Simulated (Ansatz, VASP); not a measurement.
**Two plane-wave programs on Mg3HO3**

Contents of INCAR:

```
SYSTEM = Mg3HO3
ALGO     = Normal         ! electronic algorithm
DIPOL    = 0.5 0.5 0.305
EDIFF    = 1E-7           ! SCF threshold, eV
ENCUT    = 520            ! plane-wave cutoff, eV
GGA      = PS             ! functional
IDIPOL   = 3            
ISIF     = 2              ! what is computed and relaxed
ISMEAR   = 0              ! smearing method
ISPIN    = 2              ! spin polarisation
LASPH    = .TRUE.         ! aspherical terms in the spheres
LCHARG   = .FALSE.        ! write CHGCAR
LDIPOL   = .TRUE.       
LORBIT   = 11             ! projections on sites
LREAL    = .FALSE.        ! projectors in reciprocal space
LWAVE    = .FALSE.        ! write WAVECAR
MAGMOM   = 0 0 0 0 0 0 1  ! initial moments
NBANDS   = 26             ! bands
NELM     = 150            ! most SCF steps
PREC     = Accurate       ! precision mode
SIGMA    = 0.05           ! smearing width, eV
```

The input KPOINTS:

```
k-points
0
G
  9 9 1
  0 0 0
```

The input POSCAR:

```
Mg3HO3
1.0
    2.9804137519      0.0000000000      0.0000000000
    0.0000000000      2.9804137519      0.0000000000
    0.0000000000      0.0000000000     21.2399431533
Mg O H
3 3 1
Direct
    0.5000000000      0.5000000000      0.1883244212
    0.0000000000      0.0000000000      0.2877909891
    0.5000000000      0.5000000000      0.3857349348
    0.0000000000      0.0000000000      0.1883244212
    0.5000000000      0.5000000000      0.2873494718
    0.0000000000      0.0000000000      0.3879456312
    0.3333333333      0.0000000000      0.4124278060
```

Input for Ansatz:

```yaml
crystal:
  lattice:
    - [2.9804137519, 0.0, 0.0]
    - [0.0, 2.9804137519, 0.0]
    - [0.0, 0.0, 21.2399431533]
  atoms:
    - { symbol: Mg, position: [0.5, 0.5, 0.1883244212] }
    - { symbol: O, position: [0.0, 0.0, 0.1883244212] }
    - { symbol: Mg, position: [0.0, 0.0, 0.2877909891] }
    - { symbol: O, position: [0.5, 0.5, 0.2873494718] }
    - { symbol: Mg, position: [0.5, 0.5, 0.3857349348] }
    - { symbol: O, position: [0.0, 0.0, 0.3879456312] }
    - { symbol: H, position: [0.3333333333, 0.0, 0.412427806], spin: 1.0 }
basis:
  ecutwfc: 420
kpoints:
  mp_grid: { grid: [9, 9, 1] }
hamiltonian:
  xc: pbesol
  pseudopotentials: { kind: paw, azcp: { folder: soft_1 } }
scf:
  occupations: { method: gaussian, width: 0.05 }
output:
  forces: true
  eigenvalues: true
  populations: true
magnetization:
  spin_polarized: true
efield:
  axis: 3
  dipole_correction: true
  ramp_width: 0.04
```

Alike in both runs: task single point; functional PBEsol; k mesh 9 × 9 × 1; occupations gaussian, width 0.05 eV; collinear spin.

|  | VASP | Ansatz |
| --- | --- | --- |
| version | VASP 6.6.1 | Ansatz 0.2.0 |
| potentials or method | VASP PAW PBE potentials, release 64 (Mg, O, H), cutoff 520 eV | scalar-relativistic, plane waves, PAW |
| valence electrons in the cell | 25 | 49 |

Ansatz gave:

```
gap on the k mesh at the Fermi level (eV) : none
rms of the force components (eV/Å)        : 0.729
net moment per atom (μB)                  : 0.01
```

Question: Which values does VASP return?

Answer: gap on the k mesh at the Fermi level (eV): none; rms of the force components (eV/Å): 0.749; net moment per atom (μB): 0.01.

VASP's potentials were made for PBE, not for PBEsol, and Ansatz warns of the same on its side. A gap of «none» marks a metal or a gap that the smearing closes. VASP's potentials hold 25 valence electrons a cell and Ansatz's 49, so a difference there can come from the potentials and not from the codes. Ansatz's warnings: seeded moment not kept.
